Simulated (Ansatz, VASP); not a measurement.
BaB: VASP beside Ansatz

```
CELL_PARAMETERS angstrom
5.17060 0.00000 0.00000
-2.58530 4.47787 0.00000
0.00000 0.00000 8.99834
ATOMIC_POSITIONS crystal
Ba 0.33333 0.66667 0.75000
Ba 0.66667 0.33333 0.25000
Ba 0.00000 0.00000 0.00000
Ba 0.00000 0.00000 0.50000
B 0.33333 0.66667 0.16333
B 0.33333 0.66667 0.33667
B 0.66667 0.33333 0.83667
B 0.66667 0.33333 0.66333
```

Alike in both runs: functional PBE; k mesh 6 × 6 × 2; occupations gaussian, width 0.1 eV; no spin polarisation.

Ansatz relaxed the structure, and its values are those at the end. VASP's run is a single point on that final structure, the one shown.

|  | VASP | Ansatz |
| --- | --- | --- |
| version | VASP 6.6.1 | Ansatz 0.2.0 |
| potentials or method | VASP PAW PBE potentials, release 64 (Ba_sv, B), cutoff 520 eV | scalar-relativistic, plane waves, PAW |
| valence electrons in the cell | 52 | 52 |

VASP gave:

```
gap on the k mesh at the Fermi level (eV) : none
pressure (GPa)                            : 0.9
rms of the force components (eV/Å)        : 0.001
```

**Question.** Estimate Ansatz's values.

**Answer.** gap on the k mesh at the Fermi level (eV): none; pressure (GPa): 0.1; rms of the force components (eV/Å): 0.003.

A gap of «none» marks a metal or a gap that the smearing closes. With one functional, cell and mesh, what is left measures potentials, basis and numerics.

Neither program's run includes spin-orbit coupling.
